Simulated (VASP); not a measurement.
A run of VASP 6.6.1 is set up as follows.

File INCAR:

```
ALGO     = Normal         # electronic algorithm
EDIFF    = 1E-6           # SCF threshold, eV
ENCUT    = 520            # plane-wave cutoff, eV
GGA      = PE             # functional
ISIF     = 2              # what is computed and relaxed
ISMEAR   = 0              # smearing method
LASPH    = T              # aspherical terms in the spheres
LCHARG   = T              # write CHGCAR
LELF     = T              # ELF
LREAL    = F              # projectors in reciprocal space
LVHAR    = T            
LWAVE    = F              # write WAVECAR
NBANDS   = 44             # bands
NELM     = 80             # most SCF steps
PREC     = Accurate       # precision mode
SIGMA    = 0.1            # smearing width, eV
```

The input KPOINTS:

```
k-points
0
Gamma
  12 12 8
```

Contents of POSCAR:

```
Nb5O
1.0
    4.6972350913      0.0000000000      0.0000000000
   -2.3486175457      4.0679249166      0.0000000000
    0.0000000000      0.0000000000      5.3137064402
Nb O
5 1
Direct
    0.3333333333      0.6666666667      0.2573844199
    0.3333333333      0.6666666667      0.7426155801
    0.6666666667      0.3333333333      0.7426155801
    0.6666666667      0.3333333333      0.2573844199
    0.0000000000      0.0000000000      0.5000000000
    0.0000000000      0.0000000000      0.0000000000
```

Potentials or basis: VASP PAW PBE potentials, release 64 (Nb_sv, O).

Command:

```console
$ cat potpaw_PBE.64/Nb_sv/POTCAR potpaw_PBE.64/O/POTCAR > POTCAR
$ mpirun -np 1 vasp_std > vasp.out
```

Predict the largest force.

0.007 eV/Å.

Predict the band gap on the k mesh.

zero (an odd number of electrons rules out a gap without spin polarisation).

Predict the pressure.

-0.2 GPa.

Forces in eV/Å, atoms in the order of the input:
```
Nb   0.000  0.000  0.007
Nb   0.000  0.000 -0.007
Nb   0.000  0.000 -0.007
Nb   0.000  0.000  0.007
Nb   0.000  0.000  0.000
O    0.000  0.000  0.000
```
